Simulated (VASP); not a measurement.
A run of VASP 6.6.1 is set up as follows.

POSCAR

```
GaSb
1.0
    3.0590000000      3.0590000000      0.0000000000
   -3.0590000000      3.0590000000      0.0000000000
    0.0000000000      3.0590000000      3.0590000000
Ga Sb
1 1
Direct
    0.0000000000      0.0000000000      0.0000000000
    0.7500000000      0.2500000000      0.5000000000
```

INCAR.step1

```
  PREC = Accurate
  ENCUT = 600
  ISMEAR = -1
  SIGMA = 0.08
  LREAL = F
  LASPH = T
  NELM = 60
  GGA = PE
  ALGO = Normal
  EDIFF = 1E-4
  LWAVE = T
  LCHARG = F
```

Contents of INCAR.step2:

```
  PREC = Accurate
  ENCUT = 600
  EDIFF = 1E-6
  ISMEAR = -1
  SIGMA = 0.08
  LREAL = F
  LASPH = T
  NELM = 60
  ALGO = Normal
  ISIF = 3
  LWAVE = F
  LCHARG = F
  METAGGA = R2SCAN
  LMIXTAU = T
  IBRION = 2
  NSW = 100
  EDIFFG = -0.002
  ISTART = 1
```

KPOINTS

```
Automatic mesh
0
Gamma
  10 10 10
```

Potentials or basis: VASP PAW PBE potentials, release 64 (Ga_d, Sb).

Run with:

```bash
$ cat potpaw_PBE.64/Ga_d/POTCAR potpaw_PBE.64/Sb/POTCAR > POTCAR
$ cp INCAR.step1 INCAR
$ mpirun -np 1 vasp_std > vasp.out
$ cp INCAR.step2 INCAR
$ mpirun -np 1 vasp_std > vasp.out
```

(1) What does it give for the space group after relaxing (to 0.1 Å)?

(2) What does it give for the relaxed volume?

(3) Predict the band gap on the k mesh.

(4) What does it give for the relaxed cell?

Answers

(1) F-43m (No. 216).

(2) 28.86 Å³/atom.

(3) 0.39 eV.

(4) a = 4.338 Å, b = 4.338 Å, c = 4.338 Å, α = 60.00°, β = 60.00°, γ = 90.00°.

Caveat: the PAW data sets were made with another functional, which shifts forces and pressure a little; spin-orbit coupling is left out, which moves the levels of the heavy elements.
